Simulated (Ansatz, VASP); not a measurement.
# TiAl2: VASP beside Ansatz

```
Ti Al
1.0
     1.91461   -5.92017    0.00000
     1.91461    5.92017    0.00000
     0.00000    0.00000    4.00180
Ti Al
2 4
Cartesian
  1.9146 -1.8478 0.0000
  1.9146 1.8478 0.0000
  0.0000 0.0000 0.0000
  1.9146 -3.8716 2.0009
  1.9146 3.8716 2.0009
  1.9146 0.0000 2.0009
```

Change from the starting cell: volume 15.120 Å^3 an atom, stretch along c over the lengths across it, relative to the relaxed cell 1.0271.

Alike in both runs: task single point; functional LDA; k mesh 12 × 12 × 12; occupations gaussian, width 0.15 eV; no spin polarisation.

|  | VASP | Ansatz |
| --- | --- | --- |
| version | VASP 6.6.1 | Ansatz 0.2.0 |
| potentials or method | VASP PAW LDA potentials, release 64 (Ti_sv, Al), cutoff 520 eV | scalar-relativistic, plane waves, PAW |
| valence electrons in the cell | 36 | 36 |

```csv
,VASP,Ansatz,Ansatz less VASP
gap on the k mesh at the Fermi level (eV),none,none,-
pressure (GPa),0.3,0.1,-0.17
"traceless stress, the component that is largest in VASP (GPa)",-2.67,-2.66,+0.012
rms of the force components (eV/Å),0.038,0.036,-0.0018
```

Ansatz warns that its potentials were made for another functional, while VASP's fit it. LDA's correlation is that of Perdew and Zunger in VASP and of Perdew and Wang (1992) in Ansatz. Atom by atom the forces differ by 0.002 eV/Å (rms over components). A gap of «none» marks a metal or a gap that the smearing closes.
